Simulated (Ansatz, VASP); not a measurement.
# Sn3Te in VASP and in Ansatz

```xyz
4
Lattice="-2.2961 2.2961 5.5013 2.2961 -2.2961 5.5013 2.2961 2.2961 -5.5013" Properties=species:S:1:pos:R:3 pbc="T T T"
Sn    0.0000    2.2961    2.7506
Sn    2.2961    0.0000    2.7506
Sn    0.0000    0.0000    5.5013
Te    0.0000    0.0000    0.0000
```

Alike in both runs: task single point; functional PBE; k mesh 14 × 14 × 14; no spin polarisation.

```csv
,VASP,Ansatz
version,VASP 6.6.1,Ansatz 0.2.0
potentials or method,"VASP PAW PBE potentials, release 64 (Sn_d, Te), cutoff 520 eV","scalar-relativistic, plane waves, PAW"
occupations,tetrahedron,tetrahedron-uncorrected
valence electrons in the cell,48,58
```

|  | VASP | Ansatz | Ansatz less VASP |
| --- | --- | --- | --- |
| gap on the k mesh at the Fermi level (eV) | none | none | - |
| pressure (GPa) | 0.1 | 0.1 | +0.04 |
| traceless stress, the component that is largest in VASP (GPa) | -0.12 | -0.11 | +0.003 |

A gap of «none» marks a metal or a gap that the smearing closes. VASP's potentials hold 48 valence electrons a cell and Ansatz's 58, so a difference there can come from the potentials and not from the codes. Ansatz's warnings: band table not solved further.

Neither program's run includes spin-orbit coupling.
